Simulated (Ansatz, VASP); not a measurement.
## One calculation of Se, two programs

```
CELL_PARAMETERS angstrom
4.35517 -0.02178 -0.02178
-2.19644 3.78258 -0.00797
-0.02475 -0.02475 4.94945
ATOMIC_POSITIONS crystal
Se 0.21700 0.00000 0.16667
Se 0.00000 0.21700 0.83333
Se 0.78300 0.78300 0.50000
```

Change from the starting cell: equal xy, yz and zx shear strains of -1 %, crystal datasets.

Alike in both runs: task electric field gradients; functional PBE; k mesh 8 × 8 × 6; occupations fermi-dirac, width 0.03 eV; no spin polarisation.

|  | VASP | Ansatz |
| --- | --- | --- |
| version | VASP 6.6.1 | Ansatz 0.2.0 |
| potentials or method | VASP PAW PBE potentials, release 64 (Se), cutoff 520 eV | all-electron PAW with datasets made for the crystal, scalar-relativistic |

Ansatz gave:

* gap on the k mesh at the Fermi level (eV): 1.10
* pressure (GPa): 5.5
* traceless stress, the component that is largest in VASP (GPa): 1.83
* rms of the force components (eV/Å): 0.663
* size of Vzz on the site where it differs most (V/Å²): 520.4

Task: Estimate VASP's values.

Result: gap on the k mesh at the Fermi level (eV): 1.08; pressure (GPa): 5.7; traceless stress, the component that is largest in VASP (GPa): 1.92; rms of the force components (eV/Å): 0.692; size of Vzz on the site where it differs most (V/Å²): 498.2.

Atom by atom the forces differ by 0.029 eV/Å (rms over components). Ansatz ran all-electron here, and VASP with PAW potentials.
